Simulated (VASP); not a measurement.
A run of VASP 6.6.1:

File INCAR:

```
SYSTEM = Si5Se
PREC = Accurate
ENCUT = 600
EDIFF = 1E-7
ISMEAR = 0
SIGMA = 0.1
LREAL = .FALSE.
LASPH = .TRUE.
NELM = 80
ALGO = Normal
ISIF = 3
LWAVE = .FALSE.
LCHARG = .FALSE.
GGA = PE
IBRION = 2
NSW = 100
EDIFFG = -0.01
```

The input KPOINTS:

```
regular mesh
0
G
  10 10 10
  0 0 0
```

Contents of POSCAR:

```
Si5Se
1.0
    0.0000000000      3.7419664200      3.7419664200
    3.7419664200      0.0000000000      3.7419664200
    3.7419664200      3.7419664200      0.0000000000
Si Se
5 1
Direct
    0.3750000000      0.3750000000      0.8750000000
    0.3750000000      0.8750000000      0.3750000000
    0.8750000000      0.3750000000      0.3750000000
    0.3750000000      0.3750000000      0.3750000000
    0.7500000000      0.7500000000      0.7500000000
    0.0000000000      0.0000000000      0.0000000000
```

Potentials or basis: VASP PAW PBE potentials, release 64 (Si, Se).

The run is started by

```bash
$ cat potpaw_PBE.64/Si/POTCAR potpaw_PBE.64/Se/POTCAR > POTCAR
$ mpirun -np 1 vasp_std > vasp.out
```

Hardware: 1 thread of Intel Xeon 8259CL, on a shared host.

Q: Estimate the wall time of this run.

A: Run time: 7.9 min on 1 thread of Intel Xeon 8259CL, with other jobs on the host, peak memory 0.33 GiB. Counts: scf iterations 32, k points 47, ion steps 3.
